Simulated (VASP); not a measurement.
# TaN (I4/mmm) in VASP: single point with PBEsol

Aim: the single point of TaN with PBEsol.

All numbers are computed with VASP 6.6.1; they aren't measurements. Logs are shortened: lines on timing, memory, paths and dates and some standing lists are left out, and cuts for length are marked.

## 1. The cell of the first run

The structure is tetragonal, space group I4/mmm (No. 139). The conventional cell has a = 3.124 Å, b = 3.124 Å, c = 4.241 Å, α = 90.00°, β = 90.00°, γ = 90.00°. Ta (site symmetry 4/mmm) has 6 N at 2.12 to 2.21 Å within 2.8 Å. N (site symmetry 4/mmm) has 6 Ta at 2.12 to 2.21 Å within 2.8 Å.

## 2. Single point, PBEsol

File INCAR:

```
SYSTEM = TaN
ALGO = Normal
EDIFF = 1E-6
ENCUT = 700
GGA = PS
GGA_COMPAT = .FALSE.
ISIF = 2
ISMEAR = 0
LASPH = .TRUE.
LCHARG = .FALSE.
LREAL = .FALSE.
LWAVE = .FALSE.
NBANDS = 16
NELM = 120
PREC = Accurate
SIGMA = 0.15
```

File KPOINTS:

```
k-points
0
G
  20 20 20
  0 0 0
```

File POSCAR:

```
TaN
1.0
    0.0000000000      2.2088530247      2.1204989037
    2.2088530247      0.0000000000      2.1204989037
    2.2088530247      2.2088530247      0.0000000000
Ta N
1 1
Direct
    0.5000000000      0.5000000000      0.5000000000
    0.0000000000      0.0000000000      0.0000000000
```

Potentials or basis: VASP PAW PBE potentials, release 64 (Ta_sv_GW, N).

Started as:

```bash
$ cat potpaw_PBE.64/Ta_sv_GW/POTCAR potpaw_PBE.64/N/POTCAR > POTCAR
$ mpirun -np 1 vasp_std > vasp.out
```

OUTCAR:

```text
SYSTEM = TaN
   EDIFF = 1E-6
   ENCUT = 700
   GGA = PS
   ISIF = 2
   ISMEAR = 0
   LASPH = .TRUE.
   LREAL = .FALSE.
   NELM = 120
   PREC = Accurate

 ion  position               nearest neighbor table
   1  0.500  0.500  0.500-   2 2.12   2 2.12   2 2.21   2 2.21   2 2.21   2 2.21
   2  0.000  0.000  0.000-   1 2.12   1 2.12   1 2.21   1 2.21   1 2.21   1 2.21

  LATTYP: Found a body centered tetragonal cell.
 ALAT       =     3.1237899048
 C/A-ratio  =     1.3576450199

  Lattice vectors:

 A1 = (   0.0000000000,  -2.2088530247,  -2.1204989037)
 A2 = (   0.0000000000,   2.2088530247,  -2.1204989037)
 A3 = (   2.2088530247,   0.0000000000,   2.1204989037)

Analysis of symmetry for initial positions (statically):
=====================================================================
 Subroutine PRICEL returns:
 Original cell was already a primitive cell.

 Routine SETGRP: Setting up the symmetry group for a
 body centered tetragonal supercell.

 Subroutine GETGRP returns: Found 16 space group operations
 (whereof 16 operations were pure point group operations)
 out of a pool of 16 trial point group operations.

The static configuration has the point symmetry D_4h.

Analysis of symmetry for dynamics (positions and initial velocities):
=====================================================================
 Subroutine PRICEL returns:
 Original cell was already a primitive cell.

 Routine SETGRP: Setting up the symmetry group for a
 body centered tetragonal supercell.

 Subroutine GETGRP returns: Found 16 space group operations
 (whereof 16 operations were pure point group operations)
 out of a pool of 16 trial point group operations.

The dynamic configuration has the point symmetry D_4h.

 Subroutine INISYM returns: Found 16 space group operations
 (whereof 16 operations are pure point group operations),
 and found     1 'primitive' translations

----------------------------------------------------------------------------------------

                                     Primitive cell

  volume of cell :      20.6920

  direct lattice vectors                    reciprocal lattice vectors
     0.000000000  2.208853025  2.120498904    -0.226361824  0.226361824  0.235793567
     2.208853025  0.000000000  2.120498904     0.226361824 -0.226361824  0.235793567
     2.208853025  2.208853025  0.000000000     0.226361824  0.226361824 -0.235793567

  length of vectors
     3.061951548  3.061951548  3.123789905     0.397590187  0.397590187  0.397590187

  position of ions in fractional coordinates (direct lattice)
     0.500000000  0.500000000  0.500000000
     0.000000000  0.000000000  0.000000000

  ion indices of the primitive-cell ions
   primitive index   ion index
                 1           1
                 2           2

----------------------------------------------------------------------------------------

 KPOINTS: k-points

Automatic generation of k-mesh.
 Grid dimensions read from file:
 generate k-points for:   20   20   20

 Generating k-lattice:

  Cartesian coordinates                     Fractional coordinates (reciprocal lattice)
    -0.011318091  0.011318091  0.011789678     0.050000000  0.000000000  0.000000000
     0.011318091 -0.011318091  0.011789678     0.000000000  0.050000000  0.000000000
     0.011318091  0.011318091 -0.011789678    -0.000000000 -0.000000000  0.050000000

  Length of vectors
     0.019879509  0.019879509  0.019879509

  Shift w.r.t. Gamma in fractional coordinates (k-lattice)
     0.000000000  0.000000000  0.000000000

 Subroutine IBZKPT returns following result:
 ===========================================

 Found    641 irreducible k-points:

 Following reciprocal coordinates:
            Coordinates               Weight
  0.000000  0.000000  0.000000      1.000000
  0.050000 -0.000000  0.000000      8.000000
  0.100000  0.000000  0.000000      8.000000
  0.150000  0.000000  0.000000      8.000000
  0.200000  0.000000  0.000000      8.000000
  0.250000  0.000000  0.000000      8.000000
[... 16 lines left out ...]
 -0.400000  0.050000  0.000000      8.000000
 -0.350000  0.050000  0.000000      8.000000
 [... further k-points ...]
   k-points           NKPTS =    641   k-points in BZ     NKDIM =    641   number of bands    NBANDS=     16
   number of dos      NEDOS =    301   number of ions     NIONS =      2
   total plane-waves  NPLWV =  21952
   dimension x,y,z NGX =    28 NGY =   28 NGZ =   28
   dimension x,y,z NGXF=    56 NGYF=   56 NGZF=   56
   ions per type =               1   1
   NGX,Y,Z   is equivalent  to a cutoff of  15.20, 15.20, 14.90 a.u.
   NGXF,Y,Z  is equivalent  to a cutoff of  30.40, 30.40, 29.80 a.u.
 SYSTEM =  TaN
   PREC   = accura    normal or accurate (medium, high low for compatibility)
   ISTART =      0    job   : 0-new  1-cont  2-samecut
   ICHARG =      2    charge: 1-file 2-atom 10-const
   ISPIN  =      1    spin polarized calculation?
   LNONCOLLINEAR =      F non collinear calculations
   LSORBIT =      F    spin-orbit coupling
   LASPH  =      T    aspherical Exc in radial PAW
   ENCUT  =  700.0 eV  51.45 Ry    7.17 a.u.   6.61  6.61  6.74*2*pi/ulx,y,z
   NELM   =    120;   NELMIN=  2; NELMDL= -5     # of ELM steps
   EDIFF  = 0.1E-05   stopping-criterion for ELM
   LREAL  =      F    real-space projection
   EDIFFG = 0.1E-04   stopping-criterion for IOM
   NSW    =      0    number of steps for IOM
   IBRION =     -1    ionic relax: 0-MD 1-quasi-New 2-CG
   NFREE  =      0    steps in history (QN), initial steepest desc. (CG)
   ISIF   =      2    stress and relaxation
   ISYM   =      2    0-nonsym 1-usesym 2-fastsym
   POTIM  = 0.5000    time-step for ionic-motion
   TEBEG  =    0.0;   TEEND  =   0.0 temperature during run
   PSTRESS=    0.0 pullay stress
   NELECT =      18.0000    total number of electrons
   NUPDOWN=      -1.0000    fix difference up-down
   EMIN   =  10.00;   EMAX   =-10.00  energy-range for DOS
   EFERMI =   0.00;   METHOD = LEGACY
   ISMEAR =     0;   SIGMA  =   0.15  broadening in eV -4-tet -1-fermi 0-gaus
   EFERMI_NEDOS =   21; number of points for ismear=-14 and -15
   IALGO  =     38    algorithm
   IMIX   =      4    mixing-type and parameters
     AMIX     =   0.40;   BMIX     =  1.00
     AMIX_MAG =   1.60;   BMIX_MAG =  1.00
  volume/ion in A,a.u.               =      10.35        69.82
  Fermi-wavevector in a.u.,A,eV,Ry     =   1.562782  2.953230 33.229345  2.442288
  Thomas-Fermi vector in A             =   2.665650
   LORBIT       =      0    0 simple, 1 ext, 2 COOP (PROOUT), +10 PAW based schemes
   GGA     = PS    functional components
   LHFCALC =     F    Hartree Fock is set to
   AEXX    =    0.0000 exact exchange contribution
   IVDW    =     0    specifies the selected vdW correction
   LEPSILON=     F    determine dielectric tensor
   LRPA    =     F    only Hartree local field effects (RPA)
 non-spin polarized calculation
 Gauss-broadening in eV      SIGMA  =   0.15
  energy-cutoff  :      700.00
  volume of cell :       20.69
 maximum number of plane-waves:       899
   NGX = 13   NGY = 13   NGZ = 13

 number of electron      17.9999999 magnetization

 Free energy of the ion-electron system (eV)
  ---------------------------------------------------
  ext. energy  EPLUGINS =         0.00000000
  ---------------------------------------------------
  free energy    TOTEN  =       -25.71274210 eV

  energy without entropy =      -25.70477499  energy(sigma->0) =      -25.70875855

 E-fermi :  14.0608     XC(G=0): -14.1158

 val. band max:       14.0605868558   @ k =   0.2000  -0.0000   0.1500
 cond. band min:      14.0671747791   @ k =  -0.3000   0.1000   0.2500
 fundamental gap:      0.0065879233
 Fermi energy:        14.0608384286

 k-point     1 :       0.0000    0.0000    0.0000
  band No.  band energies     occupation
      1     -55.3789      2.00000
      2     -21.5592      2.00000
      3     -21.5592      2.00000
      4     -21.5492      2.00000
      5      -4.9542      2.00000
      6      10.1224      2.00000
[... 8 lines left out ...]
     15      23.2253      0.00000
     16      37.9067      0.00000

 k-point     2 :       0.0500   -0.0000    0.0000
  band No.  band energies     occupation
      1     -55.3774      2.00000
      2     -21.5819      2.00000
      3     -21.5622      2.00000
      4     -21.5537      2.00000
      5      -4.8891      2.00000
      6       9.7909      2.00000
[... 8 lines left out ...]
     15      23.4209      0.00000
     16      37.1045      0.00000

 k-point     3 :       0.1000    0.0000    0.0000
  band No.  band energies     occupation
      1     -55.3728      2.00000
      2     -21.6548      2.00000
      3     -21.5709      2.00000
      4     -21.5587      2.00000
      5      -4.6984      2.00000
      6       9.0312      2.00000
[... 8 lines left out ...]
     15      23.9803      0.00000
     16      35.4594      0.00000

 k-point     4 :       0.1500    0.0000    0.0000
  band No.  band energies     occupation
      1     -55.3657      2.00000
      2     -21.7672      2.00000
      3     -21.5843      2.00000
      4     -21.5656      2.00000
      5      -4.3955      2.00000
      6       8.1219      2.00000
[... 8 lines left out ...]
     15      24.8177      0.00000
     16      33.7187      0.00000

 k-point     5 :       0.2000    0.0000    0.0000
  band No.  band energies     occupation
      1     -55.3566      2.00000
      2     -21.9057      2.00000
      3     -21.6012      2.00000
      4     -21.5742      2.00000
      5      -4.0011      2.00000
      6       7.1792      2.00000
[... 8 lines left out ...]
     15      25.7572      0.00000
     16      32.2151      0.00000

 k-point     6 :       0.2500    0.0000    0.0000
  band No.  band energies     occupation
      1     -55.3465      2.00000
      2     -22.0553      2.00000
      3     -21.6198      2.00000
      4     -21.5837      2.00000
      5      -3.5414      2.00000
      6       6.2597      2.00000
[... 8 lines left out ...]
     15      26.4377      0.00000
     16      31.3138      0.00000

 k-point     7 :       0.3000    0.0000    0.0000
  band No.  band energies     occupation
      1     -55.3365      2.00000
      2     -22.2010      2.00000
      3     -21.6383      2.00000
      4     -21.5931      2.00000
      5      -3.0479      2.00000
      6       5.4014      2.00000
[... 8 lines left out ...]
     15      26.4721      0.00000
     16      30.1893      0.00000

 k-point     8 :       0.3500    0.0000    0.0000
  band No.  band energies     occupation
      1     -55.3275      2.00000
      2     -22.3294      2.00000
      3     -21.6549      2.00000
      4     -21.6015      2.00000
      5      -2.5592      2.00000
      6       4.6394      2.00000
[... 8 lines left out ...]
     15      26.1888      0.00000
     16      28.6086      0.00000

 k-point     9 :       0.4000    0.0000    0.0000
  band No.  band energies     occupation
      1     -55.3202      2.00000
      2     -22.4292      2.00000
      3     -21.6680      2.00000
      4     -21.6081      2.00000
      5      -2.1257      2.00000
      6       4.0176      2.00000
[... 8 lines left out ...]
     15      26.0728      0.00000
     16      27.2669      0.00000
[... 172 lines left out ...]
 k-point    19 :       0.4000    0.0500    0.0000
  band No.  band energies     occupation
      1     -55.3211      2.00000
      2     -22.3998      2.00000
      3     -21.6789      2.00000
      4     -21.6119      2.00000
      5      -2.2375      2.00000
      6       4.2080      2.00000
[... 8 lines left out ...]
     15      26.2444      0.00000
     16      27.4303      0.00000

 k-point    20 :       0.4500    0.0500    0.0000
  band No.  band energies     occupation
      1     -55.3157      2.00000
      2     -22.4720      2.00000
      3     -21.6850      2.00000
      4     -21.6215      2.00000
      5      -1.9116      2.00000
      6       3.7521      2.00000
[... 8 lines left out ...]
     15      26.1820      0.00000
     16      26.4969      0.00000

 k-point    21 :       0.5000    0.0500    0.0000
  band No.  band energies     occupation
      1     -55.3133      2.00000
      2     -22.5042      2.00000
      3     -21.6852      2.00000
      4     -21.6290      2.00000
      5      -1.7585      2.00000
      6       3.5376      2.00000
[... 8 lines left out ...]
     15      25.9793      0.00000
     16      26.0738      0.00000

 k-point    22 :      -0.4500    0.0500    0.0000
  band No.  band energies     occupation
      1     -55.3140      2.00000
      2     -22.4940      2.00000
      3     -21.6795      2.00000
      4     -21.6336      2.00000
      5      -1.8197      2.00000
      6       3.6034      2.00000
[... 8 lines left out ...]
     15      25.7732      0.00000
     16      26.3274      0.00000

 k-point    23 :      -0.4000    0.0500    0.0000
  band No.  band energies     occupation
      1     -55.3178      2.00000
      2     -22.4421      2.00000
      3     -21.6684      2.00000
      4     -21.6349      2.00000
      5      -2.0771      2.00000
      6       3.9319      2.00000
[... 8 lines left out ...]
     15      25.7376      0.00000
     16      27.2285      0.00000

 k-point    24 :      -0.3500    0.0500    0.0000
  band No.  band energies     occupation
      1     -55.3243      2.00000
      2     -22.3528      2.00000
      3     -21.6530      2.00000
      4     -21.6326      2.00000
      5      -2.4689      2.00000
      6       4.4644      2.00000
[... 8 lines left out ...]
     15      25.8845      0.00000
     16      28.3538      0.00000

 [... further k-points ...]
[... 5 lines left out ...]
  --------------------------------------------------------------------------------------
  -------------------------------------------------------------------------------------
  Total       -0.5350782     -0.5350782      3.3909694      0.0000000      0.0000000      0.0000000
  in kB      -41.4310706    -41.4310706    262.5625391      0.0000000      0.0000000      0.0000000
  external PRESSURE =      59.9001326 kB  Pullay stress =       0.0000000 kB

 VOLUME and BASIS-vectors are now :
 -----------------------------------------------------------------------------
  energy-cutoff  :      700.00
  volume of cell :       20.69
      direct lattice vectors                 reciprocal lattice vectors
     0.000000000  2.208853025  2.120498904    -0.226361824  0.226361824  0.235793567
     2.208853025  0.000000000  2.120498904     0.226361824 -0.226361824  0.235793567
     2.208853025  2.208853025  0.000000000     0.226361824  0.226361824 -0.235793567

 POSITION                                       TOTAL-FORCE (eV/Angst)
 -----------------------------------------------------------------------------------
      2.20885      2.20885      2.12050         0.000000      0.000000      0.000000
      0.00000      0.00000      0.00000        -0.000000     -0.000000      0.000000
 -----------------------------------------------------------------------------------
    total drift:                                0.000000      0.000000      0.000000

  FREE ENERGIE OF THE ION-ELECTRON SYSTEM (eV)
  ---------------------------------------------------
  free  energy   TOTEN  =       -25.7127420978 eV

  energy  without entropy=      -25.7047749940  energy(sigma->0) =      -25.70875855
```

Run time: 4 min. Hardware: 1 thread of AMD EPYC 7R13 (Zen 3), shared host; peak memory 0.44 GiB.

Results:

- Free energy: -25.7127 eV
- Pressure: 6.0 GPa
- Band gap on the k mesh: zero (bands 9 and 10 overlap by 4.15 eV)

Caveat: the stress differs along the axes, from -4 to 26 GPa; the PAW data sets were made with another functional, which shifts forces and pressure a little; spin-orbit coupling is left out, which moves the levels of the heavy elements.
